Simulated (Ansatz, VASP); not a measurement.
## MgS in VASP and in Ansatz

The input INCAR:

```
PREC = Accurate ; ENCUT = 600
EDIFF = 1E-6 ; ISMEAR = 0
SIGMA = 0.02 ; LREAL = F
LASPH = T ; NELM = 60
ALGO = Normal ; ISIF = 3
LWAVE = F ; LCHARG = F
GGA = PE ; IBRION = 2
NSW = 100 ; EDIFFG = -0.01
```

The input KPOINTS:

```
regular mesh
0
Gamma
  6 6 6
```

POSCAR

```
MgS
1.0
    5.4599350302      0.0000000000      0.0000000000
   -2.7299675151      4.7284424392      0.0000000000
    0.0000000000      0.0000000000      4.4485031645
Mg S
1 1
Direct
    0.0000000000      0.0000000000      0.0000000000
    0.0000000000      0.0000000000      0.5000000000
```

Input for Ansatz:

```yaml
crystal:
  lattice:
    - [5.4599350302, 0.0, 0.0]
    - [-2.7299675151, 4.7284424392, 0.0]
    - [0.0, 0.0, 4.4485031645]
  atoms:
    - { symbol: Mg, position: [0.0, 0.0, 0.0] }
    - { symbol: S, position: [0.0, 0.0, 0.5] }
basis:
  ecutwfc: 420
kpoints:
  mp_grid: { grid: [6, 6, 6] }
hamiltonian:
  xc: pbe
scf:
  occupations: { method: gaussian, width: 0.02 }
output:
  forces: true
  stress: true
  eigenvalues: true
relax:
  adjacent_minimum: "off"
  f_tol: 0.01
  max_steps: 80
  cell: { stress_tol: 0.05 }
```

Alike in both runs: task relaxation of cell and atoms; functional PBE; k mesh 6 × 6 × 6; occupations gaussian, width 0.02 eV; no spin polarisation.

|  | VASP | Ansatz |
| --- | --- | --- |
| version | VASP 6.6.1 | Ansatz 0.2.0 |
| potentials or method | VASP PAW PBE potentials, release 64 (Mg, S), cutoff 600 eV | scalar-relativistic, plane waves, PAW |
| valence electrons in the cell | 8 | 16 |

```csv
,VASP,Ansatz,Ansatz less VASP
"gap on the k mesh at the Fermi level, each at its own relaxed structure (eV)",2.45,2.45,+0.003
relaxed volume (Å³/atom),82.93,83.71,+0.784
relaxed cell length with the largest relative difference (Å),6.557,6.586,+0.0293
```

VASP's potentials hold 8 valence electrons a cell and Ansatz's 16, so a difference there can come from the potentials and not from the codes.

Noted on VASP's run: the volume moved by over 15 % at a fixed basis, so the end points are rough.
